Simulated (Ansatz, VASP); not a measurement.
**Two plane-wave programs on MgS**

The input POSCAR:

```
MgS
1.0
    0.0000000000      2.6015179370      2.6015179370
    2.6015179370      0.0000000000      2.6015179370
    2.6015179370      2.6015179370      0.0000000000
Mg S
1 1
Direct
    0.0000000000      0.0000000000      0.0000000000
    0.5000000000      0.5000000000      0.5000000000
```

File INCAR.step1:

```
  PREC = Accurate
  ENCUT = 520
  EDIFF = 1E-5
  ISMEAR = 0
  SIGMA = 0.01
  LREAL = F
  LASPH = T
  NELM = 60
  ALGO = Normal
  ISIF = 2
  LWAVE = T
  LCHARG = F
  GGA = PE
  NBANDS = 11
```

INCAR.step2

```
  PREC = Accurate
  ENCUT = 520
  EDIFF = 1E-6
  ISMEAR = 0
  SIGMA = 0.01
  LREAL = F
  LASPH = T
  NELM = 60
  ALGO = Normal
  ISIF = 2
  LWAVE = F
  LCHARG = F
  GGA = PE
  LHFCALC = T
  HFSCREEN = 0.2079
  PRECFOCK = Normal
  ISTART = 1
  NBANDS = 11
```

KPOINTS

```
Automatic mesh
0
Gamma
  6 6 6
```

Input for Ansatz:

```yaml
crystal:
  lattice:
    - [0.0, 2.601517937, 2.601517937]
    - [2.601517937, 0.0, 2.601517937]
    - [2.601517937, 2.601517937, 0.0]
  atoms:
    - { symbol: Mg, position: [0.0, 0.0, 0.0] }
    - { symbol: S, position: [0.5, 0.5, 0.5] }
kpoints:
  mp_grid: { grid: [6, 6, 6] }
  band_path:
    path:
      - [0.0, 0.0, 0.0]
      - [0.5, 0.0, 0.5]
      - [0.625, 0.25, 0.625]
      - [0.375, 0.375, 0.75]
      - [0.5, 0.5, 0.5]
      - [0.5, 0.25, 0.75]
      - [0.0, 0.5, 0.5]
    npoints: 1
hamiltonian:
  xc: hse06
scf:
  occupations: { method: fixed }
  n_extra_bands: 4
output:
  forces: true
  stress: true
  eigenvalues: true
  write_density: true
  write_potential: true
  elf: true
  volumetric_format: npy
```

Alike in both runs: task single point; functional HSE06; k mesh 6 × 6 × 6; no spin polarisation.

|  | VASP | Ansatz |
| --- | --- | --- |
| version | VASP 6.6.1 | Ansatz 0.2.0 |
| potentials or method | VASP PAW PBE potentials, release 64 (Mg, S) | plane waves, PAW |
| plane-wave cutoff (eV) | 520 | 420 |
| occupations | gaussian, width 0.01 eV | fixed |
| valence electrons in the cell | 8 | 16 |

VASP gave:

* gap on the k mesh at the Fermi level (eV): 3.75
* pressure (GPa): -0.7

**Question.** Which values does Ansatz return?

**Answer.** gap on the k mesh at the Fermi level (eV): 3.80; pressure (GPa): -0.4.

VASP's potentials hold 8 valence electrons a cell and Ansatz's 16, so a difference there can come from the potentials and not from the codes. Ansatz's warnings: stress exchange threshold loose, stress scf threshold loose.
